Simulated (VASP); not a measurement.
# Ir in VASP: single point with r2SCAN

Aim: the single point of Ir with r2SCAN.

Program: VASP 6.6.1. These are calculated values, not measurements. Logs are shortened: lines on timing, memory, paths and dates and some standing lists are left out, and cuts for length are marked.

**1. The cell of the first run**

The typed cell holds 1 atom: a = 2.639 Å, b = 2.639 Å, c = 3.047 Å, α = 54.73°, β = 54.73°, γ = 70.53°.

This isn't the form of Ir at room conditions, which is fcc.

**2. Single point, r2SCAN**

Contents of POSCAR:

```
Ir
1.0
    0.0000000000      2.1548988710      1.5235135018
    2.1548988710      0.0000000000      1.5235135018
    2.1548988710      2.1548988710      0.0000000000
Ir
1
Direct
    0.0000000000      0.0000000000      0.0000000000
```

Contents of INCAR.step1:

```
SYSTEM = Ir
PREC     = Accurate       ! precision mode
ENCUT    = 620            ! plane-wave cutoff, eV
ISMEAR   = 0              ! smearing method
SIGMA    = 0.15           ! smearing width, eV
LREAL    = .False.        ! projectors in reciprocal space
LASPH    = .True.         ! aspherical terms in the spheres
NELM     = 120            ! most SCF steps
NBANDS   = 14             ! bands
GGA      = PE             ! functional
ALGO     = Normal         ! electronic algorithm
EDIFF    = 1E-5           ! SCF threshold, eV
LWAVE    = .True.         ! write WAVECAR
LCHARG   = .False.        ! write CHGCAR
GGA_COMPAT= .False.
```

Contents of INCAR.step2:

```
SYSTEM = Ir
PREC     = Accurate       ! precision mode
ENCUT    = 620            ! plane-wave cutoff, eV
EDIFF    = 1E-6           ! SCF threshold, eV
ISMEAR   = 0              ! smearing method
SIGMA    = 0.15           ! smearing width, eV
LREAL    = .False.        ! projectors in reciprocal space
LASPH    = .True.         ! aspherical terms in the spheres
NELM     = 120            ! most SCF steps
ALGO     = Normal         ! electronic algorithm
ISIF     = 2              ! what is computed and relaxed
LWAVE    = .False.        ! write WAVECAR
LCHARG   = .False.        ! write CHGCAR
METAGGA  = R2SCAN         ! meta-GGA
LMIXTAU  = .True.       
NBANDS   = 14             ! bands
ISTART   = 1            
GGA_COMPAT= .False.
```

Contents of KPOINTS:

```
regular mesh
0
Gamma
  24 24 24
  0 0 0
```

Potentials or basis: VASP PAW PBE potentials, release 64 (Ir_sv_GW).

On the command line:

```bash
cat potpaw_PBE.64/Ir_sv_GW/POTCAR > POTCAR
cp INCAR.step1 INCAR
mpirun -np 1 vasp_std > vasp.out
cp INCAR.step2 INCAR
mpirun -np 1 vasp_std > vasp.out
```

OUTCAR:

```text
SYSTEM = Ir
   PREC = Accurate
   ENCUT = 620
   EDIFF = 1E-6
   ISMEAR = 0
   LREAL = .False.
   LASPH = .True.
   NELM = 120
   ISIF = 2
   METAGGA = R2SCAN
   ISTART = 1

 ion  position               nearest neighbor table
   1  0.000  0.000  0.000-

  LATTYP: Found a body centered tetragonal cell.
 ALAT       =     3.0474872089
 C/A-ratio  =     0.9998489886

  Lattice vectors:

 A1 = (   0.0000000000,  -2.1548988710,  -1.5235135018)
 A2 = (   0.0000000000,   2.1548988710,  -1.5235135018)
 A3 = (   2.1548988710,   0.0000000000,   1.5235135018)

Analysis of symmetry for initial positions (statically):
=====================================================================
 Subroutine PRICEL returns:
 Original cell was already a primitive cell.

 Routine SETGRP: Setting up the symmetry group for a
 body centered tetragonal supercell.

 Subroutine GETGRP returns: Found 16 space group operations
 (whereof 16 operations were pure point group operations)
 out of a pool of 16 trial point group operations.

The static configuration has the point symmetry D_4h.

Analysis of symmetry for dynamics (positions and initial velocities):
=====================================================================
 Subroutine PRICEL returns:
 Original cell was already a primitive cell.

 Routine SETGRP: Setting up the symmetry group for a
 body centered tetragonal supercell.

 Subroutine GETGRP returns: Found 16 space group operations
 (whereof 16 operations were pure point group operations)
 out of a pool of 16 trial point group operations.

The dynamic configuration has the point symmetry D_4h.

 Subroutine INISYM returns: Found 16 space group operations
 (whereof 16 operations are pure point group operations),
 and found     1 'primitive' translations

----------------------------------------------------------------------------------------

                                     Primitive cell

  volume of cell :      14.1491

  direct lattice vectors                    reciprocal lattice vectors
     0.000000000  2.154898871  1.523513502    -0.232029450  0.232029450  0.328188755
     2.154898871  0.000000000  1.523513502     0.232029450 -0.232029450  0.328188755
     2.154898871  2.154898871  0.000000000     0.232029450  0.232029450 -0.328188755

  length of vectors
     2.639068497  2.639068497  3.047487209     0.464093946  0.464093946  0.464093946

  position of ions in fractional coordinates (direct lattice)
     0.000000000  0.000000000  0.000000000

  ion indices of the primitive-cell ions
   primitive index   ion index
                 1           1

[... 76 lines left out ...]
   NFREE  =      0    steps in history (QN), initial steepest desc. (CG)
   ISIF   =      2    stress and relaxation
   ISYM   =      2    0-nonsym 1-usesym 2-fastsym
   POTIM  = 0.5000    time-step for ionic-motion
   TEBEG  =    0.0;   TEEND  =   0.0 temperature during run
   PSTRESS=    0.0 pullay stress
   NELECT =      17.0000    total number of electrons
   NUPDOWN=      -1.0000    fix difference up-down
   EMIN   =  10.00;   EMAX   =-10.00  energy-range for DOS
   EFERMI =   0.00;   METHOD = LEGACY
   ISMEAR =     0;   SIGMA  =   0.15  broadening in eV -4-tet -1-fermi 0-gaus
   EFERMI_NEDOS =   21; number of points for ismear=-14 and -15
   IALGO  =     38    algorithm
   IMIX   =      4    mixing-type and parameters
     AMIX     =   0.40;   BMIX     =  1.00
     AMIX_MAG =   1.60;   BMIX_MAG =  1.00
  volume/ion in A,a.u.               =      14.15        95.48
  Fermi-wavevector in a.u.,A,eV,Ry     =   1.740395  3.288869 41.211694  3.028974
  Thomas-Fermi vector in A             =   2.813052
   LORBIT       =      0    0 simple, 1 ext, 2 COOP (PROOUT), +10 PAW based schemes
   METAGGA = R2SCAN    functional components
   LHFCALC =     F    Hartree Fock is set to
   AEXX    =    0.0000 exact exchange contribution
   IVDW    =     0    specifies the selected vdW correction
   LEPSILON=     F    determine dielectric tensor
   LRPA    =     F    only Hartree local field effects (RPA)
 non-spin polarized calculation
 Gauss-broadening in eV      SIGMA  =   0.15
  energy-cutoff  :      620.00
  volume of cell :       14.15
 maximum number of plane-waves:       531
 NGX is ok and might be reduce to    24
   NGX = 11   NGY = 11   NGZ = 13

 number of electron      17.0000000 magnetization

 Free energy of the ion-electron system (eV)
  ---------------------------------------------------
  ext. energy  EPLUGINS =         0.00000000
  ---------------------------------------------------
  free energy    TOTEN  =       -52.20140195 eV

  energy without entropy =      -52.17133049  energy(sigma->0) =      -52.18636622

 E-fermi :  12.3874     XC(G=0): -15.8799

 val. band max:       12.3859105930   @ k =  -0.3750   0.0417   0.1250
 cond. band min:      12.3882386208   @ k =  -0.2500   0.0833   0.0000
 fundamental gap:      0.0023280278
 Fermi energy:        12.3873539746

 k-point     1 :       0.0000    0.0000    0.0000
  band No.  band energies     occupation
      1     -82.1752      2.00000
      2     -37.9924      2.00000
      3     -37.9917      2.00000
      4     -37.9917      2.00000
      5       1.1873      2.00000
      6       8.5545      2.00000
      7       8.5558      2.00000
      8       8.5558      2.00000
      9      11.7874      2.00000
     10      11.7901      2.00000
     11      29.4455      0.00000
     12      29.4455      0.00000
     13      29.4491      0.00000
     14      42.0322      0.00000
[... 377 lines left out ...]
      1     -82.0931      2.00000
      2     -38.8377      2.00000
      3     -38.2860      2.00000
      4     -38.0029      2.00000
      5       4.4739      2.00000
      6       6.6855      2.00000
      7      11.0140      2.00000
      8      11.6323      2.00000
      9      13.2334      0.00000
     10      14.6870      0.00000
     11      21.5814      0.00000
     12      26.0424      0.00000
     13      30.2614      0.00000
     14      37.2657      0.00000

 [... further k-points ...]
[... 5 lines left out ...]
  --------------------------------------------------------------------------------------
  -------------------------------------------------------------------------------------
  Total        1.2090699      1.2090699      1.1971497      0.0000000     -0.0000000      0.0000000
  in kB      136.9089699    136.9089699    135.5591902      0.0000000     -0.0000000      0.0000000
  external PRESSURE =     136.4590433 kB  Pullay stress =       0.0000000 kB

 VOLUME and BASIS-vectors are now :
 -----------------------------------------------------------------------------
  energy-cutoff  :      620.00
  volume of cell :       14.15
      direct lattice vectors                 reciprocal lattice vectors
     0.000000000  2.154898871  1.523513502    -0.232029450  0.232029450  0.328188755
     2.154898871  0.000000000  1.523513502     0.232029450 -0.232029450  0.328188755
     2.154898871  2.154898871  0.000000000     0.232029450  0.232029450 -0.328188755

 POSITION                                       TOTAL-FORCE (eV/Angst)
 -----------------------------------------------------------------------------------
      0.00000      0.00000      0.00000        -0.000000      0.000000      0.000000
 -----------------------------------------------------------------------------------
    total drift:                               -0.000000     -0.000000     -0.000000

  FREE ENERGIE OF THE ION-ELECTRON SYSTEM (eV)
  ---------------------------------------------------
  free  energy   TOTEN  =       -52.2014019488 eV

  energy  without entropy=      -52.1713304889  energy(sigma->0) =      -52.18636622
```

OUTCAR.step1:

```text
SYSTEM = Ir
   PREC = Accurate
   ENCUT = 620
   ISMEAR = 0
   LREAL = .False.
   LASPH = .True.
   NELM = 120
[... 626 lines left out ...]
 -----------------------------------------------------------------------------------
      0.00000      0.00000      0.00000         0.000000      0.000000     -0.000000
 -----------------------------------------------------------------------------------
    total drift:                               -0.000000     -0.000000     -0.000000

  FREE ENERGIE OF THE ION-ELECTRON SYSTEM (eV)
  ---------------------------------------------------
  free  energy   TOTEN  =        -8.7348317090 eV

  energy  without entropy=       -8.7038830638  energy(sigma->0) =       -8.71935739
```

Run time: 12 min. Hardware: 1 thread of AMD EPYC 9R45 (Zen 5), shared host; peak memory 0.38 GiB.

Results:

- Free energy: -52.2014 eV
- Pressure: 13.6 GPa
- Band gap on the k mesh: zero (an odd number of electrons rules out a gap without spin polarisation)

Caveat: the cell stands under pressure; the PAW data sets were made with another functional, which shifts forces and pressure a little; spin-orbit coupling is left out, which moves the levels of the heavy elements.
